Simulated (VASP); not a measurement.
# Pd (Fm-3m) in VASP: further runs

Pd is run at these levels: r2SCAN; tasks: single point.

Everything below comes from runs of VASP 6.6.1. Logs are shortened: lines on timing, memory, paths and dates and some standing lists are left out, and cuts for length are marked.

**1. The cell of the first run**

Symmetry: Fm-3m, No. 225, cubic system. The conventional cell has a = 3.914 Å, b = 3.914 Å, c = 3.914 Å, α = 90.00°, β = 90.00°, γ = 90.00°. Within 3.6 Å of Pd (site symmetry m-3m) lie 12 Pd at 2.77 Å.

**2. Single point, r2SCAN, collinear spin, ferromagnetic start**

File POSCAR:

```
Pd
1.0
    0.0000000000      1.9567730079      1.9567730079
    1.9567730079      0.0000000000      1.9567730079
    1.9567730079      1.9567730079      0.0000000000
Pd
1
Direct
    0.0000000000      0.0000000000      0.0000000000
```

File INCAR.step1:

```
ALGO = Normal
EDIFF = 1E-4
ENCUT = 520
GGA = PE
ISMEAR = -1
ISPIN = 2
LASPH = True
LCHARG = False
LMAXMIX = 4
LREAL = False
LWAVE = True
MAGMOM = 0.436
NBANDS = 15
NELM = 150
PREC = Accurate
SIGMA = 0.05
```

File INCAR.step2:

```
ALGO = Normal
EDIFF = 1E-7
ENCUT = 520
ISIF = 2
ISMEAR = -1
ISPIN = 2
ISTART = 1
LASPH = True
LCHARG = True
LELF = True
LMAXMIX = 4
LMIXTAU = True
LORBIT = 11
LREAL = False
LVHAR = True
LWAVE = False
MAGMOM = 0.436
METAGGA = R2SCAN
NBANDS = 15
NELM = 150
PREC = Accurate
SIGMA = 0.05
```

File KPOINTS:

```
k-points
0
Gamma
  23 23 23
```

Potentials or basis: VASP PAW PBE potentials, release 64 (Pd).

The run is started by

```console
> cat potpaw_PBE.64/Pd/POTCAR > POTCAR
> cp INCAR.step1 INCAR
> mpirun -np 1 vasp_std > vasp.out
> cp INCAR.step2 INCAR
> mpirun -np 1 vasp_std > vasp.out
```

OUTCAR:

```text
EDIFF = 1E-7
   ENCUT = 520
   ISIF = 2
   ISMEAR = -1
   ISPIN = 2
   ISTART = 1
   LASPH = True
   LORBIT = 11
   LREAL = False
   METAGGA = R2SCAN
   NELM = 150
   PREC = Accurate

 ion  position               nearest neighbor table
   1  0.000  0.000  0.000-

  LATTYP: Found a face centered cubic cell.
 ALAT       =     3.9135460158

  Lattice vectors:

 A1 = (   0.0000000000,   1.9567730079,   1.9567730079)
 A2 = (   1.9567730079,   0.0000000000,   1.9567730079)
 A3 = (   1.9567730079,   1.9567730079,   0.0000000000)

Analysis of symmetry for initial positions (statically):
=====================================================================
 Subroutine PRICEL returns:
 Original cell was already a primitive cell.

 Routine SETGRP: Setting up the symmetry group for a
 face centered cubic supercell.

 Subroutine GETGRP returns: Found 48 space group operations
 (whereof 48 operations were pure point group operations)
 out of a pool of 48 trial point group operations.

The static configuration has the point symmetry O_h .

Analysis of symmetry for dynamics (positions and initial velocities):
=====================================================================
 Subroutine PRICEL returns:
 Original cell was already a primitive cell.

 Routine SETGRP: Setting up the symmetry group for a
 face centered cubic supercell.

 Subroutine GETGRP returns: Found 48 space group operations
 (whereof 48 operations were pure point group operations)
 out of a pool of 48 trial point group operations.

The dynamic configuration has the point symmetry O_h .

Analysis of structural, dynamic, and magnetic symmetry:
=====================================================================
 Subroutine PRICEL returns:
 Original cell was already a primitive cell.

 Routine SETGRP: Setting up the symmetry group for a
 face centered cubic supercell.

 Subroutine GETGRP returns: Found 48 space group operations
 (whereof 48 operations were pure point group operations)
 out of a pool of 48 trial point group operations.

The overall configuration has the point symmetry O_h .

 Subroutine INISYM returns: Found 48 space group operations
 (whereof 48 operations are pure point group operations),
 and found     1 'primitive' translations

----------------------------------------------------------------------------------------

                                     Primitive cell

  volume of cell :      14.9848

  direct lattice vectors                    reciprocal lattice vectors
     0.000000000  1.956773008  1.956773008    -0.255522740  0.255522740  0.255522740
     1.956773008  0.000000000  1.956773008     0.255522740 -0.255522740  0.255522740
     1.956773008  1.956773008  0.000000000     0.255522740  0.255522740 -0.255522740

  length of vectors
     2.767294926  2.767294926  2.767294926     0.442578368  0.442578368  0.442578368

  position of ions in fractional coordinates (direct lattice)
     0.000000000  0.000000000  0.000000000

  ion indices of the primitive-cell ions
   primitive index   ion index
                 1           1

----------------------------------------------------------------------------------------

 KPOINTS: k-points

Automatic generation of k-mesh.
 Grid dimensions read from file:
 generate k-points for:   23   23   23

 Generating k-lattice:

  Cartesian coordinates                     Fractional coordinates (reciprocal lattice)
    -0.011109684  0.011109684  0.011109684     0.043478261  0.000000000  0.000000000
     0.011109684 -0.011109684  0.011109684     0.000000000  0.043478261  0.000000000
     0.011109684  0.011109684 -0.011109684     0.000000000  0.000000000  0.043478261

  Length of vectors
     0.019242538  0.019242538  0.019242538

  Shift w.r.t. Gamma in fractional coordinates (k-lattice)
     0.000000000  0.000000000  0.000000000

 Subroutine IBZKPT returns following result:
 ===========================================

 Found    364 irreducible k-points:

 Following reciprocal coordinates:
            Coordinates               Weight
  0.000000  0.000000  0.000000      1.000000
  0.043478  0.000000  0.000000      8.000000
  0.086957  0.000000  0.000000      8.000000
  0.130435  0.000000  0.000000      8.000000
  0.173913  0.000000  0.000000      8.000000
  0.217391  0.000000  0.000000      8.000000
[... 16 lines left out ...]
  0.478261  0.043478  0.000000     24.000000
 -0.478261  0.043478  0.000000     24.000000
 [... further k-points ...]
   k-points           NKPTS =    364   k-points in BZ     NKDIM =    364   number of bands    NBANDS=     15
   number of dos      NEDOS =    301   number of ions     NIONS =      1
   total plane-waves  NPLWV =  13824
   dimension x,y,z NGX =    24 NGY =   24 NGZ =   24
   dimension x,y,z NGXF=    48 NGYF=   48 NGZF=   48
   ions per type =               1
   NGX,Y,Z   is equivalent  to a cutoff of  14.42, 14.42, 14.42 a.u.
   NGXF,Y,Z  is equivalent  to a cutoff of  28.84, 28.84, 28.84 a.u.
 SYSTEM =  unknown system
   PREC   = accura    normal or accurate (medium, high low for compatibility)
   ISTART =      1    job   : 0-new  1-cont  2-samecut
   ICHARG =      0    charge: 1-file 2-atom 10-const
   ISPIN  =      2    spin polarized calculation?
   LNONCOLLINEAR =      F non collinear calculations
   LSORBIT =      F    spin-orbit coupling
   LASPH  =      T    aspherical Exc in radial PAW
   ENCUT  =  520.0 eV  38.22 Ry    6.18 a.u.   5.15  5.15  5.15*2*pi/ulx,y,z
   NELM   =    150;   NELMIN=  2; NELMDL=  0     # of ELM steps
   EDIFF  = 0.1E-06   stopping-criterion for ELM
   LREAL  =      F    real-space projection
   EDIFFG = 0.1E-05   stopping-criterion for IOM
   NSW    =      0    number of steps for IOM
   IBRION =     -1    ionic relax: 0-MD 1-quasi-New 2-CG
   NFREE  =      0    steps in history (QN), initial steepest desc. (CG)
   ISIF   =      2    stress and relaxation
   ISYM   =      2    0-nonsym 1-usesym 2-fastsym
   POTIM  = 0.5000    time-step for ionic-motion
   TEBEG  =    0.0;   TEEND  =   0.0 temperature during run
   PSTRESS=    0.0 pullay stress
   NELECT =      10.0000    total number of electrons
   NUPDOWN=      -1.0000    fix difference up-down
   EMIN   =  10.00;   EMAX   =-10.00  energy-range for DOS
   EFERMI =   0.00;   METHOD = LEGACY
   ISMEAR =    -1;   SIGMA  =   0.05  broadening in eV -4-tet -1-fermi 0-gaus
   EFERMI_NEDOS =   21; number of points for ismear=-14 and -15
   IALGO  =     38    algorithm
   IMIX   =      4    mixing-type and parameters
     AMIX     =   0.40;   BMIX     =  1.00
     AMIX_MAG =   1.60;   BMIX_MAG =  1.00
  volume/ion in A,a.u.               =      14.98       101.12
  Fermi-wavevector in a.u.,A,eV,Ry     =   1.430620  2.703480 27.846696  2.046674
  Thomas-Fermi vector in A             =   2.550446
   LORBIT       =     11    0 simple, 1 ext, 2 COOP (PROOUT), +10 PAW based schemes
   METAGGA = R2SCAN    functional components
   LHFCALC =     F    Hartree Fock is set to
   AEXX    =    0.0000 exact exchange contribution
   IVDW    =     0    specifies the selected vdW correction
   LEPSILON=     F    determine dielectric tensor
   LRPA    =     F    only Hartree local field effects (RPA)
 spin polarized calculation
  energy-cutoff  :      520.00
  volume of cell :       14.98
 maximum number of plane-waves:       419
 NGX is ok and might be reduce to    24
   NGX = 11   NGY = 11   NGZ = 11

 number of electron       9.9999999 magnetization       0.4162061

 Free energy of the ion-electron system (eV)
  ---------------------------------------------------
  ext. energy  EPLUGINS =         0.00000000
  ---------------------------------------------------
  free energy    TOTEN  =       -22.96554199 eV

  energy without entropy =      -22.95373420  energy(sigma->0) =      -22.95963809

 E-fermi :   9.4358     XC(G=0): -14.0157

 val. band max:        9.4328457225   @ k =   0.4783   0.3913   0.0870
 cond. band min:       9.4360495118   @ k =   0.4348   0.3913   0.0435
 fundamental gap:      0.0032037893
 Fermi energy:         9.4358336534

 spin component 1

 k-point     1 :       0.0000    0.0000    0.0000
  band No.  band energies     occupation
      1       2.2966      1.00000
      2       6.2567      1.00000
      3       6.2567      1.00000
      4       6.2567      1.00000
      5       7.9083      1.00000
      6       7.9083      1.00000
      7      27.3651      0.00000
      8      31.2934      0.00000
      9      32.2521      0.00000
     10      32.2521      0.00000
     11      32.2521      0.00000
     12      37.7556      0.00000
     13      40.7694      0.00000
     14      40.7694      0.00000
     15      40.7694      0.00000
[... 397 lines left out ...]
 k-point    24 :      -0.4783    0.0435    0.0000
  band No.  band energies     occupation
      1       3.9369      1.00000
      2       6.2152      1.00000
      3       6.2875      1.00000
      4       8.7887      1.00000
      5       9.0505      0.99955
      6      11.0269      0.00000
      7      16.7953      0.00000
      8      26.8038      0.00000
      9      30.8665      0.00000
     10      31.1641      0.00000
     11      31.3279      0.00000
     12      37.6036      0.00000
     13      37.6659      0.00000
     14      41.5046      0.00000
     15      43.1496      0.00000

 [... further k-points ...]

 spin component 2

 k-point     1 :       0.0000    0.0000    0.0000
  band No.  band energies     occupation
      1       2.2633      1.00000
      2       6.7504      1.00000
      3       6.7504      1.00000
      4       6.7504      1.00000
      5       8.2319      1.00000
      6       8.2319      1.00000
      7      27.3410      0.00000
      8      32.2484      0.00000
      9      32.2484      0.00000
     10      32.2484      0.00000
     11      32.4319      0.00000
     12      37.7227      0.00000
     13      40.8852      0.00000
     14      40.8852      0.00000
     15      40.8852      0.00000
[... 397 lines left out ...]
 k-point    24 :      -0.4783    0.0435    0.0000
  band No.  band energies     occupation
      1       4.2449      1.00000
      2       6.5737      1.00000
      3       6.6500      1.00000
      4       9.1915      0.99250
      5       9.5371      0.11654
      6      11.0544      0.00000
      7      17.0882      0.00000
      8      26.7704      0.00000
      9      30.9736      0.00000
     10      31.2570      0.00000
     11      32.4519      0.00000
     12      37.6743      0.00000
     13      37.7347      0.00000
     14      41.5791      0.00000
     15      43.7862      0.00000

 [... further k-points ...]
[... 5 lines left out ...]
  --------------------------------------------------------------------------------------
  -------------------------------------------------------------------------------------
  Total        0.0461666      0.0461666      0.0461666      0.0000000      0.0000000     -0.0000000
  in kB        4.9361357      4.9361357      4.9361357      0.0000000      0.0000000     -0.0000000
  external PRESSURE =       4.9361357 kB  Pullay stress =       0.0000000 kB

 VOLUME and BASIS-vectors are now :
 -----------------------------------------------------------------------------
  energy-cutoff  :      520.00
  volume of cell :       14.98
      direct lattice vectors                 reciprocal lattice vectors
     0.000000000  1.956773008  1.956773008    -0.255522740  0.255522740  0.255522740
     1.956773008  0.000000000  1.956773008     0.255522740 -0.255522740  0.255522740
     1.956773008  1.956773008  0.000000000     0.255522740  0.255522740 -0.255522740

 POSITION                                       TOTAL-FORCE (eV/Angst)
 -----------------------------------------------------------------------------------
      0.00000      0.00000      0.00000         0.000000      0.000000      0.000000
 -----------------------------------------------------------------------------------
    total drift:                               -0.000000      0.000000      0.000000

  FREE ENERGIE OF THE ION-ELECTRON SYSTEM (eV)
  ---------------------------------------------------
  free  energy   TOTEN  =       -22.9655419945 eV

  energy  without entropy=      -22.9537341954  energy(sigma->0) =      -22.95963809

 total charge

# of ion       s       p       d       tot
------------------------------------------
    1        0.507   0.448   8.492   9.447

 magnetization (x)

# of ion       s       p       d       tot
------------------------------------------
    1       -0.002  -0.016   0.441   0.423
```

Run time: 7.7 min. Hardware: 1 thread of Intel Xeon 6975P-C, shared host; peak memory 0.25 GiB.

Results:

* Free energy: -22.9655 eV
* Pressure: 0.5 GPa
* Net moment: 0.42 μB per cell
* Site moments: Pd +0.42 μB
* Valence electrons inside the program's atomic spheres: Pd 9.45

Caveat: the PAW data sets were made with another functional, which shifts forces and pressure a little.

(Continued in part 2 of 2.)
